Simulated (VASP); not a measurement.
# MgBe2Te2O (P4mm) in VASP: notebook

The runs below take MgBe2Te2O through single point, relaxation of cell and atoms, with PBE.

Everything below comes from runs of VASP 6.6.1. Logs are shortened: lines on timing, memory, paths and dates and some standing lists are left out, and cuts for length are marked.

**1. The cell of the first run**

It takes space group P4mm (No. 99, tetragonal). Conventional cell: a = 3.679 Å, b = 3.679 Å, c = 10.108 Å, α = 90.00°, β = 90.00°, γ = 90.00°. Mg (site symmetry 4mm) has 5 Te at 2.76 to 3.07 Å and 4 Mg at 3.68 Å within 3.7 Å. Be (site symmetry 2mm) has 2 O at 1.90 Å and 2 Te at 2.43 Å within 2.5 Å. Within 3.7 Å of Te (site symmetry 4mm) lie 4 Mg at 2.76 Å and 4 Te at 3.68 Å. Within 3.4 Å of Te (site symmetry 4mm) lie 4 Be at 2.43 Å and 1 Mg at 3.07 Å and 4 O at 3.32 Å. O (site symmetry 4mm) has 4 Be at 1.90 Å within 2.5 Å.

The cell was built from a structure type or drawn by symmetry, and may not be a known phase.

**2. Single point, PBE**

The input, INCAR:

```
SYSTEM = MgBe2Te2O
PREC = Accurate ; ENCUT = 520
EDIFF = 1E-6 ; ISMEAR = 0
SIGMA = 0.1 ; LREAL = .FALSE.
LASPH = .TRUE. ; NELM = 80
ALGO = Normal ; ISIF = 2
LWAVE = .FALSE. ; LCHARG = .TRUE.
GGA = PE ; LELF = .TRUE.
LVHAR = .TRUE. ; NBANDS = 21
```

The input, KPOINTS:

```
regular mesh
0
G
  10 10 4
  0 0 0
```

The input, POSCAR:

```
MgBe2Te2O
1.0
    3.6793731469      0.0000000000      0.0000000000
    0.0000000000      3.6793731469      0.0000000000
    0.0000000000      0.0000000000     10.1076100389
Mg Be Te O
1 2 2 1
Direct
    0.0000000000      0.0000000000      0.6069361905
    0.5000000000      0.0000000000      0.1464497130
    0.0000000000      0.5000000000      0.1464497130
    0.5000000000      0.5000000000      0.6977573724
    0.0000000000      0.0000000000      0.3035939237
    0.5000000000      0.5000000000      0.0988131374
```

Potentials or basis: VASP PAW PBE potentials, release 64 (Mg, Be, Te, O).

Started as:

```
$ cat potpaw_PBE.64/Mg/POTCAR potpaw_PBE.64/Be/POTCAR potpaw_PBE.64/Te/POTCAR potpaw_PBE.64/O/POTCAR > POTCAR
$ mpirun -np 1 vasp_std > vasp.out
```

OUTCAR:

```text
SYSTEM = MgBe2Te2O
   PREC = Accurate
   ENCUT = 520
   EDIFF = 1E-6
   ISMEAR = 0
   LREAL = .FALSE.
   LASPH = .TRUE.
   NELM = 80
   ISIF = 2
   GGA = PE

 ion  position               nearest neighbor table
   1  0.000  0.000  0.607-   4 2.76   4 2.76   4 2.76   4 2.76   5 3.07
   2  0.500  0.000  0.146-   6 1.90   6 1.90   5 2.43   5 2.43
   3  0.000  0.500  0.146-   6 1.90   6 1.90   5 2.43   5 2.43
   4  0.500  0.500  0.698-   1 2.76   1 2.76   1 2.76   1 2.76
   5  0.000  0.000  0.304-   2 2.43   3 2.43   3 2.43   2 2.43   1 3.07
   6  0.500  0.500  0.099-   2 1.90   3 1.90   2 1.90   3 1.90

  LATTYP: Found a simple tetragonal cell.
 ALAT       =     3.6793731469
 C/A-ratio  =     2.7471011054

  Lattice vectors:

 A1 = (   3.6793731469,   0.0000000000,   0.0000000000)
 A2 = (   0.0000000000,   3.6793731469,   0.0000000000)
 A3 = (   0.0000000000,   0.0000000000,  10.1076100389)

Analysis of symmetry for initial positions (statically):
=====================================================================
 Subroutine PRICEL returns:
 Original cell was already a primitive cell.

 Routine SETGRP: Setting up the symmetry group for a
 simple tetragonal supercell.

 Subroutine GETGRP returns: Found  8 space group operations
 (whereof  8 operations were pure point group operations)
 out of a pool of 16 trial point group operations.

The static configuration has the point symmetry C_4v.

Analysis of symmetry for dynamics (positions and initial velocities):
=====================================================================
 Subroutine PRICEL returns:
 Original cell was already a primitive cell.

 Routine SETGRP: Setting up the symmetry group for a
 simple tetragonal supercell.

 Subroutine GETGRP returns: Found  8 space group operations
 (whereof  8 operations were pure point group operations)
 out of a pool of 16 trial point group operations.

The dynamic configuration has the point symmetry C_4v.

 Subroutine INISYM returns: Found  8 space group operations
 (whereof  8 operations are pure point group operations),
 and found     1 'primitive' translations

----------------------------------------------------------------------------------------

                                     Primitive cell

  volume of cell :     136.8347

  direct lattice vectors                    reciprocal lattice vectors
     3.679373147  0.000000000  0.000000000     0.271785427  0.000000000  0.000000000
     0.000000000  3.679373147  0.000000000     0.000000000  0.271785427  0.000000000
     0.000000000  0.000000000 10.107610039     0.000000000  0.000000000  0.098935356

  length of vectors
     3.679373147  3.679373147 10.107610039     0.271785427  0.271785427  0.098935356

  position of ions in fractional coordinates (direct lattice)
     0.000000000  0.000000000  0.606936191
     0.500000000  0.000000000  0.146449713
     0.000000000  0.500000000  0.146449713
     0.500000000  0.500000000  0.697757372
     0.000000000  0.000000000  0.303593924
     0.500000000  0.500000000  0.098813137

  ion indices of the primitive-cell ions
   primitive index   ion index
                 1           1
                 2           2
                 3           3
                 4           4
                 5           5
                 6           6

----------------------------------------------------------------------------------------

 KPOINTS: regular mesh

Automatic generation of k-mesh.
 Grid dimensions read from file:
 generate k-points for:   10   10    4

 Generating k-lattice:

  Cartesian coordinates                     Fractional coordinates (reciprocal lattice)
     0.027178543  0.000000000  0.000000000     0.100000000  0.000000000  0.000000000
     0.000000000  0.027178543  0.000000000     0.000000000  0.100000000  0.000000000
     0.000000000  0.000000000  0.024733839     0.000000000  0.000000000  0.250000000

  Length of vectors
     0.027178543  0.027178543  0.024733839

  Shift w.r.t. Gamma in fractional coordinates (k-lattice)
     0.000000000  0.000000000  0.000000000

 Subroutine IBZKPT returns following result:
 ===========================================

 Found     63 irreducible k-points:

 Following reciprocal coordinates:
            Coordinates               Weight
  0.000000  0.000000  0.000000      1.000000
  0.100000  0.000000  0.000000      4.000000
  0.200000  0.000000  0.000000      4.000000
  0.300000  0.000000  0.000000      4.000000
  0.400000  0.000000  0.000000      4.000000
  0.500000  0.000000  0.000000      2.000000
[... 16 lines left out ...]
  0.100000  0.000000  0.250000      8.000000
  0.200000  0.000000  0.250000      8.000000
 [... further k-points ...]
   k-points           NKPTS =     63   k-points in BZ     NKDIM =     63   number of bands    NBANDS=     21
   number of dos      NEDOS =    301   number of ions     NIONS =      6
   total plane-waves  NPLWV =  62720
   dimension x,y,z NGX =    28 NGY =   28 NGZ =   80
   dimension x,y,z NGXF=    56 NGYF=   56 NGZF=  160
   ions per type =               1   2   2   1
   NGX,Y,Z   is equivalent  to a cutoff of  12.65, 12.65, 13.16 a.u.
   NGXF,Y,Z  is equivalent  to a cutoff of  25.30, 25.30, 26.32 a.u.
 SYSTEM =  MgBe2Te2O
   PREC   = accura    normal or accurate (medium, high low for compatibility)
   ISTART =      0    job   : 0-new  1-cont  2-samecut
   ICHARG =      2    charge: 1-file 2-atom 10-const
   ISPIN  =      1    spin polarized calculation?
   LNONCOLLINEAR =      F non collinear calculations
   LSORBIT =      F    spin-orbit coupling
   LASPH  =      T    aspherical Exc in radial PAW
   ENCUT  =  520.0 eV  38.22 Ry    6.18 a.u.   6.84  6.84 18.79*2*pi/ulx,y,z
   NELM   =     80;   NELMIN=  2; NELMDL= -5     # of ELM steps
   EDIFF  = 0.1E-05   stopping-criterion for ELM
   LREAL  =      F    real-space projection
   EDIFFG = 0.1E-04   stopping-criterion for IOM
   NSW    =      0    number of steps for IOM
   IBRION =     -1    ionic relax: 0-MD 1-quasi-New 2-CG
   NFREE  =      0    steps in history (QN), initial steepest desc. (CG)
   ISIF   =      2    stress and relaxation
   ISYM   =      2    0-nonsym 1-usesym 2-fastsym
   POTIM  = 0.5000    time-step for ionic-motion
   TEBEG  =    0.0;   TEEND  =   0.0 temperature during run
   PSTRESS=    0.0 pullay stress
   NELECT =      24.0000    total number of electrons
   NUPDOWN=      -1.0000    fix difference up-down
   EMIN   =  10.00;   EMAX   =-10.00  energy-range for DOS
   EFERMI =   0.00;   METHOD = LEGACY
   ISMEAR =     0;   SIGMA  =   0.10  broadening in eV -4-tet -1-fermi 0-gaus
   EFERMI_NEDOS =   21; number of points for ismear=-14 and -15
   IALGO  =     38    algorithm
   IMIX   =      4    mixing-type and parameters
     AMIX     =   0.40;   BMIX     =  1.00
     AMIX_MAG =   1.60;   BMIX_MAG =  1.00
  volume/ion in A,a.u.               =      22.81       153.90
  Fermi-wavevector in a.u.,A,eV,Ry     =   0.916389  1.731724 11.425748  0.839769
  Thomas-Fermi vector in A             =   2.041239
   LORBIT       =      0    0 simple, 1 ext, 2 COOP (PROOUT), +10 PAW based schemes
   GGA     = PE    functional components
   LHFCALC =     F    Hartree Fock is set to
   AEXX    =    0.0000 exact exchange contribution
   IVDW    =     0    specifies the selected vdW correction
   LEPSILON=     F    determine dielectric tensor
   LRPA    =     F    only Hartree local field effects (RPA)
 non-spin polarized calculation
 Gauss-broadening in eV      SIGMA  =   0.10
  energy-cutoff  :      520.00
  volume of cell :      136.83
 maximum number of plane-waves:      3734
 NGX is ok and might be reduce to    28
   NGX = 13   NGY = 13   NGZ = 37

 number of electron      23.9999998 magnetization

 Free energy of the ion-electron system (eV)
  ---------------------------------------------------
  ext. energy  EPLUGINS =         0.00000000
  ---------------------------------------------------
  free energy    TOTEN  =       -24.00652357 eV

  energy without entropy =      -24.00178842  energy(sigma->0) =      -24.00415600

 E-fermi :   4.3591     XC(G=0):  -8.2261

 val. band max:        4.3462197653   @ k =   0.5000   0.5000   0.0000
 cond. band min:       4.3725875321   @ k =   0.2000   0.0000   0.0000
 fundamental gap:      0.0263677669
 Fermi energy:         4.3590567408

 k-point     1 :       0.0000    0.0000    0.0000
  band No.  band energies     occupation
      1     -15.4192      2.00000
      2      -9.0018      2.00000
      3      -7.5857      2.00000
      4      -2.3111      2.00000
      5      -2.3111      2.00000
      6      -1.6324      2.00000
[... 13 lines left out ...]
     20       8.9455      0.00000
     21       9.0800      0.00000

 k-point     2 :       0.1000    0.0000    0.0000
  band No.  band energies     occupation
      1     -15.4129      2.00000
      2      -8.9538      2.00000
      3      -7.5095      2.00000
      4      -2.5109      2.00000
      5      -2.2717      2.00000
      6      -1.4911      2.00000
[... 13 lines left out ...]
     20       9.1325      0.00000
     21       9.3676      0.00000

 k-point     3 :       0.2000    0.0000    0.0000
  band No.  band energies     occupation
      1     -15.3961      2.00000
      2      -8.8220      2.00000
      3      -7.2936      2.00000
      4      -2.8393      2.00000
      5      -2.1645      2.00000
      6      -1.3352      2.00000
[... 13 lines left out ...]
     20       9.7320      0.00000
     21      10.5349      0.00000

 k-point     4 :       0.3000    0.0000    0.0000
  band No.  band energies     occupation
      1     -15.3752      2.00000
      2      -8.6450      2.00000
      3      -6.9841      2.00000
      4      -3.0746      2.00000
      5      -2.0224      2.00000
      6      -1.5366      2.00000
[... 13 lines left out ...]
     20      10.3047      0.00000
     21      11.2200      0.00000

 k-point     5 :       0.4000    0.0000    0.0000
  band No.  band energies     occupation
      1     -15.3582      2.00000
      2      -8.4880      2.00000
      3      -6.6825      2.00000
      4      -3.1274      2.00000
      5      -2.0960      2.00000
      6      -1.8982      2.00000
[... 13 lines left out ...]
     20      10.6131      0.00000
     21      10.9338      0.00000

 k-point     6 :       0.5000    0.0000    0.0000
  band No.  band energies     occupation
      1     -15.3516      2.00000
      2      -8.4241      2.00000
      3      -6.5496      2.00000
      4      -3.0674      2.00000
      5      -2.4197      2.00000
      6      -1.8482      2.00000
[... 13 lines left out ...]
     20      10.3592      0.00000
     21      10.7125      0.00000

 k-point     7 :       0.1000    0.1000    0.0000
  band No.  band energies     occupation
      1     -15.4069      2.00000
      2      -8.9045      2.00000
      3      -7.4336      2.00000
      4      -2.5337      2.00000
      5      -2.3782      2.00000
      6      -1.3797      2.00000
[... 13 lines left out ...]
     20       9.1234      0.00000
     21       9.5448      0.00000
[... 291 lines left out ...]
      1     -15.3272      2.00000
      2      -7.6346      2.00000
      3      -5.7313      2.00000
      4      -3.0059      2.00000
      5      -2.9588      2.00000
      6      -0.8118      2.00000
[... 13 lines left out ...]
     20       9.1942      0.00000
     21       9.3406      0.00000

 k-point    21 :       0.5000    0.5000    0.0000
  band No.  band energies     occupation
      1     -15.3246      2.00000
      2      -7.5217      2.00000
      3      -5.6150      2.00000
      4      -3.0640      2.00000
      5      -3.0640      2.00000
      6      -0.5669      2.00000
[... 13 lines left out ...]
     20       9.3761      0.00000
     21       9.3761      0.00000

 k-point    22 :       0.0000    0.0000    0.2500
  band No.  band energies     occupation
      1     -15.4193      2.00000
      2      -9.0023      2.00000
      3      -7.5847      2.00000
      4      -2.3111      2.00000
      5      -2.3111      2.00000
      6      -1.6505      2.00000
[... 13 lines left out ...]
     20       8.9516      0.00000
     21       9.1017      0.00000

 k-point    23 :       0.1000    0.0000    0.2500
  band No.  band energies     occupation
      1     -15.4129      2.00000
      2      -8.9542      2.00000
      3      -7.5086      2.00000
      4      -2.5081      2.00000
      5      -2.2717      2.00000
      6      -1.5162      2.00000
[... 13 lines left out ...]
     20       9.1298      0.00000
     21       9.3340      0.00000

 k-point    24 :       0.2000    0.0000    0.2500
  band No.  band energies     occupation
      1     -15.3961      2.00000
      2      -8.8223      2.00000
      3      -7.2930      2.00000
      4      -2.8352      2.00000
      5      -2.1645      2.00000
      6      -1.3617      2.00000
[... 13 lines left out ...]
     20       9.6777      0.00000
     21      10.5558      0.00000

 [... further k-points ...]
[... 5 lines left out ...]
  --------------------------------------------------------------------------------------
  -------------------------------------------------------------------------------------
  Total        0.0927091      0.0927091      0.0783646      0.0000000      0.0000000      0.0000000
  in kB        1.0855177      1.0855177      0.9175596      0.0000000      0.0000000      0.0000000
  external PRESSURE =       1.0295317 kB  Pullay stress =       0.0000000 kB

 VOLUME and BASIS-vectors are now :
 -----------------------------------------------------------------------------
  energy-cutoff  :      520.00
  volume of cell :      136.83
      direct lattice vectors                 reciprocal lattice vectors
     3.679373147  0.000000000  0.000000000     0.271785427  0.000000000  0.000000000
     0.000000000  3.679373147  0.000000000     0.000000000  0.271785427  0.000000000
     0.000000000  0.000000000 10.107610039     0.000000000  0.000000000  0.098935356

 POSITION                                       TOTAL-FORCE (eV/Angst)
 -----------------------------------------------------------------------------------
      0.00000      0.00000      6.13467        -0.000000      0.000000     -0.005668
      1.83969      0.00000      1.48026        -0.000000      0.000000     -0.031836
      0.00000      1.83969      1.48026         0.000000      0.000000     -0.031836
      1.83969      1.83969      7.05266        -0.000000      0.000000     -0.001506
      0.00000      0.00000      3.06861        -0.000000      0.000000      0.068677
      1.83969      1.83969      0.99876        -0.000000     -0.000000      0.002170
 -----------------------------------------------------------------------------------
    total drift:                                0.000000     -0.000000      0.000364

  FREE ENERGIE OF THE ION-ELECTRON SYSTEM (eV)
  ---------------------------------------------------
  free  energy   TOTEN  =       -24.0065235733 eV

  energy  without entropy=      -24.0017884213  energy(sigma->0) =      -24.00415600
```

Wall time 5.4 min (1 thread of Intel Xeon 8259CL, shared host); peak memory 0.38 GiB.

Results:

```
Free energy            : -24.0065 eV
Pressure               : 0.1 GPa
Largest force          : 0.069 eV/Å
Band gap on the k mesh : zero (bands 12 and 13 overlap by 0.58 eV)
```

Forces on the atoms (eV/Å):
```
Mg   0.000  0.000 -0.006
Be   0.000  0.000 -0.032
Be   0.000  0.000 -0.032
Te   0.000  0.000 -0.002
Te   0.000  0.000  0.069
O    0.000  0.000  0.002
```

Levels at points of the mesh, in eV from the Fermi level:
```tsv
k point	band 8	band 9	band 10	band 11	band 12	band 13	band 14	band 15	band 16	band 17
(0.00, 0.00, 0.00)	-3.01	-1.75	-1.75	-0.67	-0.67	-0.36	1.55	2.98	3.58	3.90
(0.50, 0.00, 0.00)	-3.78	-3.65	-2.22	-1.89	0.22	1.19	1.26	1.89	3.10	4.08
(0.50, 0.50, 0.00)	-4.72	-4.62	-4.20	-4.20	-1.04	-0.01	2.23	2.32	2.47	2.47
(0.00, 0.00, 0.50)	-3.27	-1.75	-1.75	-0.67	-0.67	0.07	1.56	2.35	3.75	3.87
(0.50, 0.00, 0.50)	-3.82	-3.74	-2.07	-1.89	0.22	0.88	0.99	2.47	3.57	4.07
(0.50, 0.50, 0.50)	-4.74	-4.62	-4.18	-4.18	-1.06	0.07	1.94	2.40	2.40	2.42
```

Caveat: semilocal functionals underestimate gaps, so a narrow gap can read as zero; spin-orbit coupling is left out, which moves the levels of the heavy elements.

(Part 1 of 3 ends here.)
